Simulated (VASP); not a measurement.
# Sn (Im-3m) in VASP: a series of runs, part 2 of 2

VASP 6.6.1. The steps go on from the part before.

**3. Single point, PBEsol**

Input file INCAR:

```
SYSTEM = Sn
  PREC = Accurate
  ENCUT = 520
  EDIFF = 1E-6
  ISMEAR = 0
  SIGMA = 0.15
  LREAL = .FALSE.
  LASPH = .TRUE.
  NELM = 60
  ALGO = Fast
  ISIF = 2
  LWAVE = .FALSE.
  LCHARG = .FALSE.
  GGA = PS
  NBANDS = 13
```

Input file KPOINTS:

```
Automatic mesh
0
G
  24 24 24
  0 0 0
```

Input file POSCAR:

```
Sn
1.0
   -1.8723950216      1.8723950216      1.8723950216
    1.8723950216     -1.8723950216      1.8723950216
    1.8723950216      1.8723950216     -1.8723950216
Sn
1
Direct
    0.0000000000      0.0000000000      0.0000000000
```

Potentials or basis: VASP PAW PBE potentials, release 64 (Sn_d).

The run is started by

```console
> cat potpaw_PBE.64/Sn_d/POTCAR > POTCAR
> mpirun -np 1 vasp_std > vasp.out
```

OUTCAR:

```text
SYSTEM = Sn
   PREC = Accurate
   ENCUT = 520
   EDIFF = 1E-6
   ISMEAR = 0
   LREAL = .FALSE.
   LASPH = .TRUE.
   NELM = 60
   ISIF = 2
   GGA = PS

 ion  position               nearest neighbor table
   1  0.000  0.000  0.000-

  LATTYP: Found a body centered cubic cell.
 ALAT       =     3.7447900432

  Lattice vectors:

 A1 = (  -1.8723950216,   1.8723950216,   1.8723950216)
 A2 = (   1.8723950216,  -1.8723950216,   1.8723950216)
 A3 = (   1.8723950216,   1.8723950216,  -1.8723950216)

Analysis of symmetry for initial positions (statically):
=====================================================================
 Subroutine PRICEL returns:
 Original cell was already a primitive cell.

 Routine SETGRP: Setting up the symmetry group for a
 body centered cubic supercell.

 Subroutine GETGRP returns: Found 48 space group operations
 (whereof 48 operations were pure point group operations)
 out of a pool of 48 trial point group operations.

The static configuration has the point symmetry O_h .

Analysis of symmetry for dynamics (positions and initial velocities):
=====================================================================
 Subroutine PRICEL returns:
 Original cell was already a primitive cell.

 Routine SETGRP: Setting up the symmetry group for a
 body centered cubic supercell.

 Subroutine GETGRP returns: Found 48 space group operations
 (whereof 48 operations were pure point group operations)
 out of a pool of 48 trial point group operations.

The dynamic configuration has the point symmetry O_h .

 Subroutine INISYM returns: Found 48 space group operations
 (whereof 48 operations are pure point group operations),
 and found     1 'primitive' translations

----------------------------------------------------------------------------------------

                                     Primitive cell

  volume of cell :      26.2574

  direct lattice vectors                    reciprocal lattice vectors
    -1.872395022  1.872395022  1.872395022     0.000000000  0.267037668  0.267037668
     1.872395022 -1.872395022  1.872395022     0.267037668  0.000000000  0.267037668
     1.872395022  1.872395022 -1.872395022     0.267037668  0.267037668  0.000000000

  length of vectors
     3.243083309  3.243083309  3.243083309     0.377648292  0.377648292  0.377648292

  position of ions in fractional coordinates (direct lattice)
     0.000000000  0.000000000  0.000000000

  ion indices of the primitive-cell ions
   primitive index   ion index
                 1           1

----------------------------------------------------------------------------------------

 KPOINTS: Automatic mesh

Automatic generation of k-mesh.
 Grid dimensions read from file:
 generate k-points for:   24   24   24

 Generating k-lattice:

  Cartesian coordinates                     Fractional coordinates (reciprocal lattice)
     0.000000000  0.011126569  0.011126569     0.041666667  0.000000000  0.000000000
     0.011126569  0.000000000  0.011126569     0.000000000  0.041666667  0.000000000
     0.011126569  0.011126569  0.000000000     0.000000000  0.000000000  0.041666667

  Length of vectors
     0.015735345  0.015735345  0.015735345

  Shift w.r.t. Gamma in fractional coordinates (k-lattice)
     0.000000000  0.000000000  0.000000000

 Subroutine IBZKPT returns following result:
 ===========================================

 Found    413 irreducible k-points:

 Following reciprocal coordinates:
            Coordinates               Weight
  0.000000  0.000000  0.000000      1.000000
  0.041667  0.000000  0.000000     12.000000
  0.083333  0.000000  0.000000     12.000000
  0.125000  0.000000  0.000000     12.000000
  0.166667  0.000000  0.000000     12.000000
  0.208333  0.000000  0.000000     12.000000
[... 16 lines left out ...]
  0.416667  0.041667  0.000000     48.000000
  0.458333  0.041667  0.000000     48.000000
 [... further k-points ...]
   k-points           NKPTS =    413   k-points in BZ     NKDIM =    413   number of bands    NBANDS=     13
   number of dos      NEDOS =    301   number of ions     NIONS =      1
   total plane-waves  NPLWV =  13824
   dimension x,y,z NGX =    24 NGY =   24 NGZ =   24
   dimension x,y,z NGXF=    48 NGYF=   48 NGZF=   48
   ions per type =               1
   NGX,Y,Z   is equivalent  to a cutoff of  12.30, 12.30, 12.30 a.u.
   NGXF,Y,Z  is equivalent  to a cutoff of  24.61, 24.61, 24.61 a.u.
 SYSTEM =  Sn
   PREC   = accura    normal or accurate (medium, high low for compatibility)
   ISTART =      0    job   : 0-new  1-cont  2-samecut
   ICHARG =      2    charge: 1-file 2-atom 10-const
   ISPIN  =      1    spin polarized calculation?
   LNONCOLLINEAR =      F non collinear calculations
   LSORBIT =      F    spin-orbit coupling
   LASPH  =      T    aspherical Exc in radial PAW
   ENCUT  =  520.0 eV  38.22 Ry    6.18 a.u.   6.03  6.03  6.03*2*pi/ulx,y,z
   NELM   =     60;   NELMIN=  2; NELMDL= -5     # of ELM steps
   EDIFF  = 0.1E-05   stopping-criterion for ELM
   LREAL  =      F    real-space projection
   EDIFFG = 0.1E-04   stopping-criterion for IOM
   NSW    =      0    number of steps for IOM
   IBRION =     -1    ionic relax: 0-MD 1-quasi-New 2-CG
   NFREE  =      0    steps in history (QN), initial steepest desc. (CG)
   ISIF   =      2    stress and relaxation
   ISYM   =      2    0-nonsym 1-usesym 2-fastsym
   POTIM  = 0.5000    time-step for ionic-motion
   TEBEG  =    0.0;   TEEND  =   0.0 temperature during run
   PSTRESS=    0.0 pullay stress
   NELECT =      14.0000    total number of electrons
   NUPDOWN=      -1.0000    fix difference up-down
   EMIN   =  10.00;   EMAX   =-10.00  energy-range for DOS
   EFERMI =   0.00;   METHOD = LEGACY
   ISMEAR =     0;   SIGMA  =   0.15  broadening in eV -4-tet -1-fermi 0-gaus
   EFERMI_NEDOS =   21; number of points for ismear=-14 and -15
   IALGO  =     68    algorithm
   IMIX   =      4    mixing-type and parameters
     AMIX     =   0.40;   BMIX     =  1.00
     AMIX_MAG =   1.60;   BMIX_MAG =  1.00
  volume/ion in A,a.u.               =      26.26       177.19
  Fermi-wavevector in a.u.,A,eV,Ry     =   1.327496  2.508605 23.976824  1.762247
  Thomas-Fermi vector in A             =   2.456804
   LORBIT       =      0    0 simple, 1 ext, 2 COOP (PROOUT), +10 PAW based schemes
   GGA     = PS    functional components
   LHFCALC =     F    Hartree Fock is set to
   AEXX    =    0.0000 exact exchange contribution
   IVDW    =     0    specifies the selected vdW correction
   LEPSILON=     F    determine dielectric tensor
   LRPA    =     F    only Hartree local field effects (RPA)
 non-spin polarized calculation
 RMM-DIIS sequential band-by-band and
 Gauss-broadening in eV      SIGMA  =   0.15
  energy-cutoff  :      520.00
  volume of cell :       26.26
 maximum number of plane-waves:       722
   NGX = 13   NGY = 13   NGZ = 13

 number of electron      13.9999991 magnetization

 Free energy of the ion-electron system (eV)
  ---------------------------------------------------
  ext. energy  EPLUGINS =         0.00000000
  ---------------------------------------------------
  free energy    TOTEN  =        -4.23360276 eV

  energy without entropy =       -4.22776790  energy(sigma->0) =       -4.23068533

 E-fermi :   8.3303     XC(G=0): -10.6689

 val. band max:        8.3136026745   @ k =   0.3333   0.1667   0.1250
 cond. band min:       8.3446054427   @ k =  -0.3333   0.3750   0.2917
 fundamental gap:      0.0310027682
 Fermi energy:         8.3302667769

 k-point     1 :       0.0000    0.0000    0.0000
  band No.  band energies     occupation
      1     -13.1165      2.00000
      2     -13.1165      2.00000
      3     -13.1165      2.00000
      4     -12.9612      2.00000
      5     -12.9612      2.00000
      6      -3.0026      2.00000
      7      16.6266      0.00000
      8      16.6266      0.00000
      9      16.6266      0.00000
     10      20.5455      0.00000
     11      20.5455      0.00000
     12      20.5455      0.00000
     13      21.3642      0.00000
[... 353 lines left out ...]
 k-point    24 :       0.4583    0.0417    0.0000
  band No.  band energies     occupation
      1     -13.1664      2.00000
      2     -13.0991      2.00000
      3     -12.9705      2.00000
      4     -12.9681      2.00000
      5     -12.8701      2.00000
      6       1.8065      2.00000
      7       3.9038      2.00000
      8      11.8548      0.00000
      9      13.6578      0.00000
     10      16.6690      0.00000
     11      17.1649      0.00000
     12      23.4171      0.00000
     13      24.3476      0.00000

 [... further k-points ...]

------------------------ aborting loop because EDIFF is reached ----------------------------------------

  FORCE on cell =-STRESS in cart. coord.  units (eV):
  Direction    XX          YY          ZZ          XY          YZ          ZX
  --------------------------------------------------------------------------------------
  -------------------------------------------------------------------------------------
  Total       -0.0405343     -0.0405343     -0.0405343     -0.0000000     -0.0000000      0.0000000
  in kB       -2.4733259     -2.4733259     -2.4733259     -0.0000000     -0.0000000      0.0000000
  external PRESSURE =      -2.4733259 kB  Pullay stress =       0.0000000 kB

 VOLUME and BASIS-vectors are now :
 -----------------------------------------------------------------------------
  energy-cutoff  :      520.00
  volume of cell :       26.26
      direct lattice vectors                 reciprocal lattice vectors
    -1.872395022  1.872395022  1.872395022     0.000000000  0.267037668  0.267037668
     1.872395022 -1.872395022  1.872395022     0.267037668  0.000000000  0.267037668
     1.872395022  1.872395022 -1.872395022     0.267037668  0.267037668  0.000000000

 POSITION                                       TOTAL-FORCE (eV/Angst)
 -----------------------------------------------------------------------------------
      0.00000      0.00000      0.00000         0.000000      0.000000      0.000000
 -----------------------------------------------------------------------------------
    total drift:                               -0.000000      0.000000      0.000000

  FREE ENERGIE OF THE ION-ELECTRON SYSTEM (eV)
  ---------------------------------------------------
  free  energy   TOTEN  =        -4.2336027609 eV

  energy  without entropy=       -4.2277678984  energy(sigma->0) =       -4.23068533
```

OSZICAR:

```text
N       E                     dE             d eps       ncg     rms          rms(c)
DAV:   1     0.799058937870E+02    0.79906E+02   -0.71472E+03 11068   0.163E+03
DAV:   2     0.127545153836E+01   -0.78630E+02   -0.76132E+02 11423   0.340E+02
DAV:   3    -0.414309311247E+01   -0.54185E+01   -0.53961E+01 12898   0.722E+01
DAV:   4    -0.425217875155E+01   -0.10909E+00   -0.10906E+00 12721   0.109E+01
DAV:   5    -0.425585348534E+01   -0.36747E-02   -0.36747E-02 13730   0.197E+00    0.144E+00
RMM:   6    -0.423888755304E+01    0.16966E-01   -0.15476E-02 13592   0.167E+00    0.804E-01
RMM:   7    -0.423381379511E+01    0.50738E-02   -0.10583E-02 13422   0.124E+00    0.124E-01
RMM:   8    -0.423356805459E+01    0.24574E-03   -0.93585E-04 15098   0.429E-01    0.309E-02
RMM:   9    -0.423359948730E+01   -0.31433E-04   -0.32932E-04 16844   0.167E-01    0.263E-02
RMM:  10    -0.423360172191E+01   -0.22346E-05   -0.46224E-05 14312   0.992E-02    0.106E-02
RMM:  11    -0.423360234543E+01   -0.62353E-06   -0.23511E-05 16306   0.516E-02    0.492E-03
RMM:  12    -0.423360276095E+01   -0.41551E-06   -0.48535E-06 11374   0.216E-02
   1 F= -.42336028E+01 E0= -.42306853E+01  d E =-.583486E-02
```

stdout:

```text
POSCAR found type information on POSCAR Sn
 POSCAR found :  1 types and       1 ions
 scaLAPACK will be used
 -----------------------------------------------------------------------------
|                                                                             |
|                                                                             |
|     You enforced a specific xc type in the INCAR file but a different       |
|     I HOPE YOU KNOW WHAT YOU ARE DOING!                                     |
|                                                                             |
 -----------------------------------------------------------------------------

 LDA part: xc-table for (Slater+PW92), standard interpolation
 POSCAR, INCAR and KPOINTS ok, starting setup
 FFT: planning ... GRIDC
 FFT: planning ... GRID_SOFT
 FFT: planning ... GRID
 WAVECAR not read
 entering main loop
WARNING in EDDRMM: call to ZHEGV failed, returncode =   6  3     10
WARNING in EDDRMM: call to ZHEGV failed, returncode =   6  3     12
WARNING in EDDRMM: call to ZHEGV failed, returncode =   6  3      8
WARNING in EDDRMM: call to ZHEGV failed, returncode =   6  3     12
```

It took 46 s on 1 thread of Intel Xeon Platinum 8375C at 2.90GHz (Ice Lake), shared host; peak memory 0.24 GiB.

Results:

```yaml
Free_energy: -4.2336 eV
Pressure: -0.2 GPa
Band_gap_on_the_k_mesh: zero (band 7 reaches 16.63 eV, above the bottom of band 8 at 5.77 eV)
```

Levels at points of the mesh, in eV from the Fermi level:
```tsv
k point	band 3	band 4	band 5	band 6	band 7	band 8	band 9	band 10	band 11	band 12
(0.00, 0.00, 0.00)	-21.45	-21.29	-21.29	-11.33	8.30	8.30	8.30	12.22	12.22	12.22
(0.50, 0.00, 0.00)	-21.30	-21.30	-21.20	-6.44	-4.58	3.74	5.57	8.18	8.41	15.30
(0.50, 0.50, 0.50)	-21.22	-21.22	-21.22	-2.27	-0.50	-0.50	-0.50	3.85	3.85	18.43
```

Caveat: the PAW data sets were made with another functional, which shifts forces and pressure a little; spin-orbit coupling is left out, which moves the levels of the heavy elements.

**4. Single point, PBEsol**

Input file INCAR:

```
PREC     = Accurate       # precision mode
ENCUT    = 520            # plane-wave cutoff, eV
EDIFF    = 1E-7           # SCF threshold, eV
ISMEAR   = 0              # smearing method
SIGMA    = 0.15           # smearing width, eV
LREAL    = False          # projectors in reciprocal space
LASPH    = True           # aspherical terms in the spheres
NELM     = 100            # most SCF steps
ALGO     = Normal         # electronic algorithm
ISIF     = 2              # what is computed and relaxed
LWAVE    = False          # write WAVECAR
LCHARG   = False          # write CHGCAR
GGA      = PS             # functional
NBANDS   = 13             # bands
```

Input file KPOINTS:

```
Automatic mesh
0
Gamma
  22 22 22
```

POSCAR is that of step 3.

Potentials or basis: VASP PAW PBE potentials, release 64 (Sn_d).

The run is started by

```console
> cat potpaw_PBE.64/Sn_d/POTCAR > POTCAR
> mpirun -np 1 vasp_std > vasp.out
```

OUTCAR:

```text
PREC = Accurate
   ENCUT = 520
   EDIFF = 1E-7
   ISMEAR = 0
   LREAL = False
   LASPH = True
   NELM = 100
   ISIF = 2
   GGA = PS

 ion  position               nearest neighbor table
   1  0.000  0.000  0.000-

  LATTYP: Found a body centered cubic cell.
 ALAT       =     3.7447900432

  Lattice vectors:

 A1 = (  -1.8723950216,   1.8723950216,   1.8723950216)
 A2 = (   1.8723950216,  -1.8723950216,   1.8723950216)
[... 562 lines left out ...]
     12      20.4112      0.00000
     13      22.8601      0.00000

 [... further k-points ...]

------------------------ aborting loop because EDIFF is reached ----------------------------------------

  FORCE on cell =-STRESS in cart. coord.  units (eV):
  Direction    XX          YY          ZZ          XY          YZ          ZX
  --------------------------------------------------------------------------------------
  -------------------------------------------------------------------------------------
  Total       -0.0669493     -0.0669493     -0.0669493     -0.0000000     -0.0000000      0.0000000
  in kB       -4.0851152     -4.0851152     -4.0851152     -0.0000000     -0.0000000      0.0000000
  external PRESSURE =      -4.0851152 kB  Pullay stress =       0.0000000 kB

 VOLUME and BASIS-vectors are now :
 -----------------------------------------------------------------------------
  energy-cutoff  :      520.00
  volume of cell :       26.26
      direct lattice vectors                 reciprocal lattice vectors
    -1.872395022  1.872395022  1.872395022     0.000000000  0.267037668  0.267037668
     1.872395022 -1.872395022  1.872395022     0.267037668  0.000000000  0.267037668
     1.872395022  1.872395022 -1.872395022     0.267037668  0.267037668  0.000000000

 POSITION                                       TOTAL-FORCE (eV/Angst)
 -----------------------------------------------------------------------------------
      0.00000      0.00000      0.00000        -0.000000      0.000000     -0.000000
 -----------------------------------------------------------------------------------
    total drift:                                0.000000      0.000000     -0.000000

  FREE ENERGIE OF THE ION-ELECTRON SYSTEM (eV)
  ---------------------------------------------------
  free  energy   TOTEN  =        -4.2331142795 eV

  energy  without entropy=       -4.2272918525  energy(sigma->0) =       -4.23020307
```

OSZICAR:

```text
N       E                     dE             d eps       ncg     rms          rms(c)
DAV:   1     0.801145814136E+02    0.80115E+02   -0.72125E+03  8771   0.164E+03
DAV:   2     0.119038761976E+01   -0.78924E+02   -0.76456E+02  9068   0.338E+02
DAV:   3    -0.414601687637E+01   -0.53364E+01   -0.53144E+01 10296   0.720E+01
DAV:   4    -0.425201918598E+01   -0.10600E+00   -0.10598E+00  9950   0.108E+01
DAV:   5    -0.425557517884E+01   -0.35560E-02   -0.35559E-02 10896   0.193E+00    0.144E+00
DAV:   6    -0.423853428769E+01    0.17041E-01   -0.17855E-02 10761   0.240E+00    0.771E-01
DAV:   7    -0.423342734867E+01    0.51069E-02   -0.97564E-03 10678   0.167E+00    0.124E-01
DAV:   8    -0.423311346916E+01    0.31388E-03   -0.73712E-04 10428   0.468E-01    0.210E-02
DAV:   9    -0.423311379103E+01   -0.32188E-06   -0.13281E-05 11717   0.429E-02    0.134E-02
DAV:  10    -0.423311422930E+01   -0.43826E-06   -0.10595E-06 10579   0.966E-03    0.169E-03
DAV:  11    -0.423311427953E+01   -0.50238E-07   -0.24623E-08  7054   0.214E-03
   1 F= -.42331143E+01 E0= -.42302031E+01  d E =-.582243E-02
```

stdout:

```text
POSCAR found type information on POSCAR Sn
 POSCAR found :  1 types and       1 ions
 scaLAPACK will be used
 -----------------------------------------------------------------------------
|                                                                             |
|                                                                             |
|     You enforced a specific xc type in the INCAR file but a different       |
|     I HOPE YOU KNOW WHAT YOU ARE DOING!                                     |
|                                                                             |
 -----------------------------------------------------------------------------

 LDA part: xc-table for (Slater+PW92), standard interpolation
 POSCAR, INCAR and KPOINTS ok, starting setup
 FFT: planning ... GRIDC
 FFT: planning ... GRID_SOFT
 FFT: planning ... GRID
 WAVECAR not read
 entering main loop
```

Wall time 30 s (1 thread of Intel Xeon Platinum 8375C at 2.90GHz (Ice Lake), shared host); peak memory 0.22 GiB.

What came out:

```
Free energy            : -4.2331 eV
Pressure               : -0.4 GPa
Band gap on the k mesh : zero (band 7 reaches 16.63 eV, above the bottom of band 8 at 5.82 eV)
```

Levels at points of the mesh, in eV from the Fermi level:
```
           k point  band 3  band 4  band 5  band 6  band 7  band 8  band 9  band 10  band 11  band 12
(0.00, 0.00, 0.00)  -21.46  -21.31  -21.31  -11.35    8.28    8.28    8.28    12.20    12.20    12.20
(0.50, 0.00, 0.00)  -21.32  -21.31  -21.21   -6.45   -4.60    3.72    5.56     8.16     8.40    15.29
(0.50, 0.50, 0.50)  -21.24  -21.24  -21.24   -2.29   -0.51   -0.51   -0.51     3.84     3.84    18.42
```

Caveat: the PAW data sets were made with another functional, which shifts forces and pressure a little; spin-orbit coupling is left out, which moves the levels of the heavy elements.

**5. Overview**

```csv
k mesh,smearing,gap on the mesh (eV),pressure (GPa)
16 × 16 × 16,gaussian 0.1 eV,none,-0.1
24 × 24 × 24,gaussian 0.15 eV,none,-0.2
22 × 22 × 22,gaussian 0.15 eV,none,-0.4
```

Alike in all rows: task single point; level PBEsol; potentials or basis VASP PAW PBE potentials, release 64 (Sn_d); no spin polarisation; cell as given; cutoff (eV) 520.

Every run on the cell as given and a fine mesh finds a metal.

Caveats: the PAW data sets were made with another functional, which shifts forces and pressure a little; spin-orbit coupling is left out, which moves the levels of the heavy elements.

Total energies depend on the potentials used, so only differences within one code and one set of settings carry meaning.
